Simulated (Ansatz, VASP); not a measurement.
# HCl in VASP and in Ansatz

```
CELL_PARAMETERS angstrom
0.00000 2.22160 2.22160
2.22160 0.00000 2.22160
2.22160 2.22160 0.00000
ATOMIC_POSITIONS crystal
H 0.00000 0.00000 0.00000
Cl 0.50000 0.50000 0.50000
```

Alike in both runs: functional PBEsol; k mesh 16 × 16 × 16; occupations gaussian, width 0.1 eV; no spin polarisation.

Ansatz relaxed the structure, and its values are those at the end. VASP's run is a single point on that final structure, the one shown.

|  | VASP | Ansatz |
| --- | --- | --- |
| version | VASP 6.6.1 | Ansatz 0.2.0 |
| potentials or method | VASP PAW PBE potentials, release 64 (H, Cl), cutoff 520 eV | scalar-relativistic, plane waves, PAW |
| valence electrons in the cell | 8 | 8 |

```csv
,VASP,Ansatz,Ansatz less VASP
gap on the k mesh at the Fermi level (eV),none,none,-
pressure (GPa),-0.1,0.0,+0.12
```

VASP's potentials were made for PBE, not for PBEsol. A gap of «none» marks a metal or a gap that the smearing closes. The functional is the same, so the differences come from potentials, cutoffs and numerics.
